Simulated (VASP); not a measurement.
# Ta3N in VASP: a series of runs

Aim: see how the results for Ta3N move with the level of theory and the settings. Levels: PBEsol, PBEsol+U. Tasks: single point.

Everything below comes from runs of VASP 6.6.1. Logs are shortened: lines on timing, memory, paths and dates and some standing lists are left out, and cuts for length are marked.

## 1. The cell of the first run

Symmetry: P-3m1, No. 164, trigonal system. The conventional cell has a = 3.052 Å, b = 3.052 Å, c = 7.574 Å, α = 90.00°, β = 90.00°, γ = 120.00°. Ta (site symmetry 3m) has 3 N at 2.20 Å within 2.9 Å. Ta (site symmetry -3m) has 12 Ta at 3.03 to 3.05 Å and 2 N at 3.79 Å within 4.0 Å. Within 2.9 Å of N (site symmetry -3m) lie 6 Ta at 2.20 Å.

## 2. Single point, PBEsol (15.28 Å³/atom)

The input, INCAR:

```
PREC     = Accurate       # precision mode
ENCUT    = 520            # plane-wave cutoff, eV
EDIFF    = 1E-7           # SCF threshold, eV
ISMEAR   = -1             # smearing method
SIGMA    = 0.05           # smearing width, eV
LREAL    = F              # projectors in reciprocal space
LASPH    = T              # aspherical terms in the spheres
NELM     = 100            # most SCF steps
ALGO     = Normal         # electronic algorithm
ISIF     = 2              # what is computed and relaxed
LWAVE    = F              # write WAVECAR
LCHARG   = F              # write CHGCAR
GGA      = PS             # functional
NBANDS   = 27             # bands
```

The input, KPOINTS:

```
Automatic mesh
0
Gamma
  10 10 4
```

The input, POSCAR:

```
Ta3N
1.0
    3.0523055267      0.0000000000      0.0000000000
   -1.5261527634      2.6433741262      0.0000000000
    0.0000000000      0.0000000000      7.5739671740
Ta N
3 1
Direct
    0.6666666667      0.3333333333      0.8260700000
    0.3333333333      0.6666666667      0.1739300000
    0.0000000000      0.0000000000      0.5000000000
    0.0000000000      0.0000000000      0.0000000000
```

Potentials or basis: VASP PAW PBE potentials, release 64 (Ta_pv, N).

Command:

```console
$ cat potpaw_PBE.64/Ta_pv/POTCAR potpaw_PBE.64/N/POTCAR > POTCAR
$ mpirun -np 1 vasp_std > vasp.out
```

OUTCAR:

```text
PREC = Accurate
   ENCUT = 520
   EDIFF = 1E-7
   ISMEAR = -1
   LREAL = F
   LASPH = T
   NELM = 100
   ISIF = 2
   GGA = PS

 ion  position               nearest neighbor table
   1  0.667  0.333  0.826-   4 2.20   4 2.20   4 2.20   3 3.03   3 3.03   3 3.03   2 3.17   2 3.17
                             2 3.17
   2  0.333  0.667  0.174-   4 2.20   4 2.20   4 2.20   3 3.03   3 3.03   3 3.03   1 3.17   1 3.17
                             1 3.17
   3  0.000  0.000  0.500-   1 3.03   2 3.03   2 3.03   1 3.03   1 3.03   2 3.03
   4  0.000  0.000  0.000-   1 2.20   2 2.20   2 2.20   1 2.20   1 2.20   2 2.20

  LATTYP: Found a hexagonal cell.
 ALAT       =     3.0523055267
 C/A-ratio  =     2.4813922157

  Lattice vectors:

 A1 = (   3.0523055267,   0.0000000000,   0.0000000000)
 A2 = (  -1.5261527634,   2.6433741262,   0.0000000000)
 A3 = (   0.0000000000,   0.0000000000,   7.5739671740)

Analysis of symmetry for initial positions (statically):
=====================================================================
 Subroutine PRICEL returns:
 Original cell was already a primitive cell.

 Routine SETGRP: Setting up the symmetry group for a
 hexagonal supercell.

 Subroutine GETGRP returns: Found 12 space group operations
 (whereof 12 operations were pure point group operations)
 out of a pool of 24 trial point group operations.

The static configuration has the point symmetry D_3d.

Analysis of symmetry for dynamics (positions and initial velocities):
=====================================================================
 Subroutine PRICEL returns:
 Original cell was already a primitive cell.

 Routine SETGRP: Setting up the symmetry group for a
 hexagonal supercell.

 Subroutine GETGRP returns: Found 12 space group operations
 (whereof 12 operations were pure point group operations)
 out of a pool of 24 trial point group operations.

The dynamic configuration has the point symmetry D_3d.

 Subroutine INISYM returns: Found 12 space group operations
 (whereof 12 operations are pure point group operations),
 and found     1 'primitive' translations

----------------------------------------------------------------------------------------

                                     Primitive cell

  volume of cell :      61.1097

  direct lattice vectors                    reciprocal lattice vectors
     3.052305527  0.000000000  0.000000000     0.327621200  0.189152188  0.000000000
    -1.526152763  2.643374126  0.000000000     0.000000000  0.378304376  0.000000000
     0.000000000  0.000000000  7.573967174     0.000000000  0.000000000  0.132031203

  length of vectors
     3.052305527  3.052305527  7.573967174     0.378304376  0.378304376  0.132031203

  position of ions in fractional coordinates (direct lattice)
     0.666666667  0.333333333  0.826070000
     0.333333333  0.666666667  0.173930000
     0.000000000  0.000000000  0.500000000
     0.000000000  0.000000000  0.000000000

  ion indices of the primitive-cell ions
   primitive index   ion index
                 1           1
                 2           2
                 3           3
                 4           4

----------------------------------------------------------------------------------------

 KPOINTS: Automatic mesh

Automatic generation of k-mesh.
 Grid dimensions read from file:
 generate k-points for:   10   10    4

 Generating k-lattice:

  Cartesian coordinates                     Fractional coordinates (reciprocal lattice)
     0.032762120  0.018915219  0.000000000     0.100000000  0.000000000  0.000000000
     0.000000000  0.037830438  0.000000000     0.000000000  0.100000000  0.000000000
     0.000000000  0.000000000  0.033007801     0.000000000  0.000000000  0.250000000

  Length of vectors
     0.037830438  0.037830438  0.033007801

  Shift w.r.t. Gamma in fractional coordinates (k-lattice)
     0.000000000  0.000000000  0.000000000

 Subroutine IBZKPT returns following result:
 ===========================================

 Found     50 irreducible k-points:

 Following reciprocal coordinates:
            Coordinates               Weight
  0.000000  0.000000  0.000000      1.000000
  0.100000  0.000000  0.000000      6.000000
  0.200000  0.000000  0.000000      6.000000
  0.300000  0.000000  0.000000      6.000000
  0.400000  0.000000  0.000000      6.000000
  0.500000  0.000000  0.000000      3.000000
[... 16 lines left out ...]
  0.000000  0.400000  0.250000      6.000000
  0.500000  0.000000  0.250000      6.000000
 [... further k-points ...]
   k-points           NKPTS =     50   k-points in BZ     NKDIM =     50   number of bands    NBANDS=     27
   number of dos      NEDOS =    301   number of ions     NIONS =      4
   total plane-waves  NPLWV =  32256
   dimension x,y,z NGX =    24 NGY =   24 NGZ =   56
   dimension x,y,z NGXF=    48 NGYF=   48 NGZF=  112
   ions per type =               3   1
   NGX,Y,Z   is equivalent  to a cutoff of  13.07, 13.07, 12.29 a.u.
   NGXF,Y,Z  is equivalent  to a cutoff of  26.14, 26.14, 24.58 a.u.
 SYSTEM =  unknown system
   PREC   = accura    normal or accurate (medium, high low for compatibility)
   ISTART =      0    job   : 0-new  1-cont  2-samecut
   ICHARG =      2    charge: 1-file 2-atom 10-const
   ISPIN  =      1    spin polarized calculation?
   LNONCOLLINEAR =      F non collinear calculations
   LSORBIT =      F    spin-orbit coupling
   LASPH  =      T    aspherical Exc in radial PAW
   ENCUT  =  520.0 eV  38.22 Ry    6.18 a.u.   5.68  5.68 14.08*2*pi/ulx,y,z
   NELM   =    100;   NELMIN=  2; NELMDL= -5     # of ELM steps
   EDIFF  = 0.1E-06   stopping-criterion for ELM
   LREAL  =      F    real-space projection
   EDIFFG = 0.1E-05   stopping-criterion for IOM
   NSW    =      0    number of steps for IOM
   IBRION =     -1    ionic relax: 0-MD 1-quasi-New 2-CG
   NFREE  =      0    steps in history (QN), initial steepest desc. (CG)
   ISIF   =      2    stress and relaxation
   ISYM   =      2    0-nonsym 1-usesym 2-fastsym
   POTIM  = 0.5000    time-step for ionic-motion
   TEBEG  =    0.0;   TEEND  =   0.0 temperature during run
   PSTRESS=    0.0 pullay stress
   NELECT =      38.0000    total number of electrons
   NUPDOWN=      -1.0000    fix difference up-down
   EMIN   =  10.00;   EMAX   =-10.00  energy-range for DOS
   EFERMI =   0.00;   METHOD = LEGACY
   ISMEAR =    -1;   SIGMA  =   0.05  broadening in eV -4-tet -1-fermi 0-gaus
   EFERMI_NEDOS =   21; number of points for ismear=-14 and -15
   IALGO  =     38    algorithm
   IMIX   =      4    mixing-type and parameters
     AMIX     =   0.40;   BMIX     =  1.00
     AMIX_MAG =   1.60;   BMIX_MAG =  1.00
  volume/ion in A,a.u.               =      15.28       103.10
  Fermi-wavevector in a.u.,A,eV,Ry     =   1.397331  2.640573 26.565843  1.952534
  Thomas-Fermi vector in A             =   2.520598
   LORBIT       =      0    0 simple, 1 ext, 2 COOP (PROOUT), +10 PAW based schemes
   GGA     = PS    functional components
   LHFCALC =     F    Hartree Fock is set to
   AEXX    =    0.0000 exact exchange contribution
   IVDW    =     0    specifies the selected vdW correction
   LEPSILON=     F    determine dielectric tensor
   LRPA    =     F    only Hartree local field effects (RPA)
 non-spin polarized calculation
  energy-cutoff  :      520.00
  volume of cell :       61.11
 maximum number of plane-waves:      1672
 NGX is ok and might be reduce to    24
   NGX = 11   NGY = 11   NGZ = 29

 number of electron      38.0000002 magnetization

 Free energy of the ion-electron system (eV)
  ---------------------------------------------------
  ext. energy  EPLUGINS =         0.00000000
  ---------------------------------------------------
  free energy    TOTEN  =       -48.31489215 eV

  energy without entropy =      -48.28953837  energy(sigma->0) =      -48.30221526

 E-fermi :   6.2987     XC(G=0): -12.7076

 val. band max:        6.2852934531   @ k =   0.2000   0.0000   0.0000
 cond. band min:       6.2997891266   @ k =   0.2000   0.2000   0.0000
 fundamental gap:      0.0144956735
 Fermi energy:         6.2986940290

 k-point     1 :       0.0000    0.0000    0.0000
  band No.  band energies     occupation
      1     -28.8351      2.00000
      2     -28.5659      2.00000
      3     -28.2598      2.00000
      4     -28.2598      2.00000
      5     -28.2321      2.00000
      6     -28.2321      2.00000
[... 19 lines left out ...]
     26       8.5081      0.00000
     27       9.5065      0.00000

 k-point     2 :       0.1000    0.0000    0.0000
  band No.  band energies     occupation
      1     -28.8213      2.00000
      2     -28.5588      2.00000
      3     -28.3265      2.00000
      4     -28.2934      2.00000
      5     -28.2807      2.00000
      6     -28.2423      2.00000
[... 19 lines left out ...]
     26       8.9420      0.00000
     27      10.0086      0.00000

 k-point     3 :       0.2000    0.0000    0.0000
  band No.  band energies     occupation
      1     -28.7926      2.00000
      2     -28.5836      2.00000
      3     -28.4620      2.00000
      4     -28.4342      2.00000
      5     -28.3307      2.00000
      6     -28.2732      2.00000
[... 19 lines left out ...]
     26       9.6169      0.00000
     27      10.4815      0.00000

 k-point     4 :       0.3000    0.0000    0.0000
  band No.  band energies     occupation
      1     -28.8154      2.00000
      2     -28.7443      2.00000
      3     -28.5928      2.00000
      4     -28.4473      2.00000
      5     -28.3888      2.00000
      6     -28.3142      2.00000
[... 19 lines left out ...]
     26      10.1506      0.00000
     27      10.7141      0.00000

 k-point     5 :       0.4000    0.0000    0.0000
  band No.  band energies     occupation
      1     -28.9370      2.00000
      2     -28.8833      2.00000
      3     -28.6186      2.00000
      4     -28.4342      2.00000
      5     -28.4271      2.00000
      6     -28.3481      2.00000
[... 19 lines left out ...]
     26      10.8092      0.00000
     27      11.1620      0.00000

 k-point     6 :       0.5000    0.0000    0.0000
  band No.  band energies     occupation
      1     -28.9947      2.00000
      2     -28.9378      2.00000
      3     -28.6201      2.00000
      4     -28.4512      2.00000
      5     -28.4182      2.00000
      6     -28.3612      2.00000
[... 444 lines left out ...]
      1     -28.8198      2.00000
      2     -28.7532      2.00000
      3     -28.5949      2.00000
      4     -28.4224      2.00000
      5     -28.3876      2.00000
      6     -28.3155      2.00000
[... 19 lines left out ...]
     26      10.2658      0.00000
     27      10.8442      0.00000

 k-point    22 :       0.4000    0.0000    0.2500
  band No.  band energies     occupation
      1     -28.9422      2.00000
      2     -28.8646      2.00000
      3     -28.5951      2.00000
      4     -28.4887      2.00000
      5     -28.4305      2.00000
      6     -28.3524      2.00000
[... 19 lines left out ...]
     26      10.5045      0.00000
     27      10.6214      0.00000

 k-point    23 :       0.0000    0.4000    0.2500
  band No.  band energies     occupation
      1     -28.9511      2.00000
      2     -28.8723      2.00000
      3     -28.6119      2.00000
      4     -28.4318      2.00000
      5     -28.4282      2.00000
      6     -28.3510      2.00000
[... 19 lines left out ...]
     26      10.8290      0.00000
     27      11.2979      0.00000

 k-point    24 :       0.5000    0.0000    0.2500
  band No.  band energies     occupation
      1     -29.0076      2.00000
      2     -28.9224      2.00000
      3     -28.5952      2.00000
      4     -28.4579      2.00000
      5     -28.4480      2.00000
      6     -28.3651      2.00000
[... 19 lines left out ...]
     26      11.0206      0.00000
     27      11.7416      0.00000

 [... further k-points ...]

------------------------ aborting loop because EDIFF is reached ----------------------------------------

  FORCE on cell =-STRESS in cart. coord.  units (eV):
  Direction    XX          YY          ZZ          XY          YZ          ZX
  --------------------------------------------------------------------------------------
  -------------------------------------------------------------------------------------
  Total       -4.7026418     -4.7026418     -4.5537082      0.0000000      0.0000000     -0.0000000
  in kB     -123.2941364   -123.2941364   -119.3893877      0.0000000      0.0000000     -0.0000000
  external PRESSURE =    -121.9925535 kB  Pullay stress =       0.0000000 kB

 VOLUME and BASIS-vectors are now :
 -----------------------------------------------------------------------------
  energy-cutoff  :      520.00
  volume of cell :       61.11
      direct lattice vectors                 reciprocal lattice vectors
     3.052305527  0.000000000  0.000000000     0.327621200  0.189152188  0.000000000
    -1.526152763  2.643374126  0.000000000     0.000000000  0.378304376  0.000000000
     0.000000000  0.000000000  7.573967174     0.000000000  0.000000000  0.132031203

 POSITION                                       TOTAL-FORCE (eV/Angst)
 -----------------------------------------------------------------------------------
      1.52615      0.88112      6.25663        -0.000000      0.000000      0.457293
     -0.00000      1.76225      1.31734         0.000000      0.000000     -0.457293
      0.00000      0.00000      3.78698        -0.000000      0.000000     -0.000000
      0.00000      0.00000      0.00000        -0.000000      0.000000     -0.000000
 -----------------------------------------------------------------------------------
    total drift:                                0.000000     -0.000000      0.000000

  FREE ENERGIE OF THE ION-ELECTRON SYSTEM (eV)
  ---------------------------------------------------
  free  energy   TOTEN  =       -48.3148921498 eV

  energy  without entropy=      -48.2895383670  energy(sigma->0) =      -48.30221526
```

It took 2.1 min on 1 thread of Intel Xeon Platinum 8175M at 2.50GHz (Skylake/Cascade Lake), shared host; peak memory 0.21 GiB.

Results:

* Free energy: -48.3149 eV
* Pressure: -12.2 GPa
* Largest force: 0.457 eV/Å
* Band gap on the k mesh: zero (bands 19 and 20 overlap by 0.63 eV)

Forces on the atoms (eV/Å):
```
Ta   0.000  0.000  0.457
Ta   0.000  0.000 -0.457
Ta   0.000  0.000  0.000
N    0.000  0.000  0.000
```

Levels at points of the mesh, in eV from the Fermi level:
```tsv
k point	band 15	band 16	band 17	band 18	band 19	band 20	band 21	band 22	band 23	band 24
(0.00, 0.00, 0.00)	-3.49	-1.39	-0.46	-0.46	-0.30	0.27	0.27	0.94	1.81	1.81
(0.50, 0.00, 0.00)	-3.69	-3.05	-1.17	-0.50	0.18	0.67	0.84	3.40	3.90	4.23
(0.00, 0.00, 0.50)	-3.73	-1.21	-1.11	-0.25	-0.25	0.53	0.53	1.21	1.24	1.24
(0.50, 0.00, 0.50)	-3.63	-2.83	-1.32	-1.21	0.13	0.92	1.21	2.34	4.28	4.34
```

Caveat: the cell stands under tension; the PAW data sets were made with another functional, which shifts forces and pressure a little; spin-orbit coupling is left out, which moves the levels of the heavy elements.

## 3. Single point, PBEsol (15.58 Å³/atom)

This run uses another cell than the first one, of 15.58 Å³/atom.

Changes to INCAR since step 2:

```diff
@@ -2,3 +2,3 @@
 ENCUT    = 520            # plane-wave cutoff, eV
-EDIFF    = 1E-7           # SCF threshold, eV
+EDIFF    = 1E-6           # SCF threshold, eV
 ISMEAR   = -1             # smearing method
@@ -7,3 +7,3 @@
 LASPH    = T              # aspherical terms in the spheres
-NELM     = 100            # most SCF steps
+NELM     = 80             # most SCF steps
 ALGO     = Normal         # electronic algorithm
```

KPOINTS is that of step 2.

The input, POSCAR:

```
Ta3N
1.0
    3.0721262478      0.0000000000      0.0000000000
   -1.5360631240      2.6605393743      0.0000000000
    0.0000000000      0.0000000000      7.6231501572
Ta N
3 1
Direct
    0.6666666667      0.3333333333      0.8260700000
    0.3333333333      0.6666666667      0.1739300000
    0.0000000000      0.0000000000      0.5000000000
    0.0000000000      0.0000000000      0.0000000000
```

Potentials or basis: VASP PAW PBE potentials, release 64 (Ta_pv, N).

Command:

```console
$ cat potpaw_PBE.64/Ta_pv/POTCAR potpaw_PBE.64/N/POTCAR > POTCAR
$ mpirun -np 1 vasp_std > vasp.out
```

It took 2 min on 1 thread of Intel Xeon Platinum 8175M at 2.50GHz (Skylake/Cascade Lake), shared host; peak memory 0.21 GiB.

Results (log left out):

```
Free energy            : -48.2090 eV
Pressure               : -16.2 GPa
Largest force          : 0.561 eV/Å
Band gap on the k mesh : zero (bands 19 and 20 overlap by 0.58 eV)
```

Forces on the atoms (eV/Å):
```
Ta   0.000  0.000  0.561
Ta   0.000  0.000 -0.561
Ta   0.000  0.000  0.000
N    0.000  0.000  0.000
```

Stress tensor (GPa, compression positive):
```
-16.27   0.00   0.00
  0.00 -16.27   0.00
  0.00   0.00 -16.03
```

Levels at points of the mesh, in eV from the Fermi level:
```csv
k point,band 15,band 16,band 17,band 18,band 19,band 20,band 21,band 22,band 23,band 24
"(0.00, 0.00, 0.00)",-3.44,-1.40,-0.44,-0.44,-0.29,0.27,0.27,0.92,1.77,1.77
"(0.50, 0.00, 0.00)",-3.62,-2.99,-1.17,-0.49,0.17,0.66,0.79,3.32,3.79,4.12
"(0.00, 0.00, 0.50)",-3.73,-1.19,-1.09,-0.24,-0.24,0.52,0.52,1.19,1.22,1.22
"(0.50, 0.00, 0.50)",-3.58,-2.77,-1.33,-1.19,0.10,0.89,1.19,2.29,4.17,4.22
```

Caveat: the cell stands under tension; the PAW data sets were made with another functional, which shifts forces and pressure a little; spin-orbit coupling is left out, which moves the levels of the heavy elements.

(Continued in part 2 of 2.)
